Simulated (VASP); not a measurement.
LiCl:

```
Li Cl
1.0
     0.00000    2.44816    2.55603
     2.55603    0.00000    2.55603
     2.55603    2.44816    0.00000
Li Cl
1 1
Direct
  0.00000 0.00000 0.00000
  0.50000 0.50000 0.50000
```

This cell differs from its parent crystal: uniaxial y strain -4.2%.

Program: VASP 6.6.1. Alike in all runs: task single point; potentials or basis VASP PAW PBE potentials, release 64 (Li_sv, Cl); no spin polarisation; cell as given; cutoff (eV) 520.

Q: Order these runs on this cell by their band gap on the k mesh, lowest first.
A. level r2SCAN; k mesh 8 × 8 × 8; smearing gaussian 0.01 eV
B. level PBE; k mesh 8 × 8 × 8; smearing fermi-dirac 0.02 eV
C. level HSE06; k mesh 6 × 6 × 6; smearing gaussian 0.01 eV; grid for exact exchange (PRECFOCK) Normal; screening parameter 0.2079 1/Å

A: B (6.62 eV), A (7.54 eV), C (8.02 eV).

A k mesh can miss the band edges.
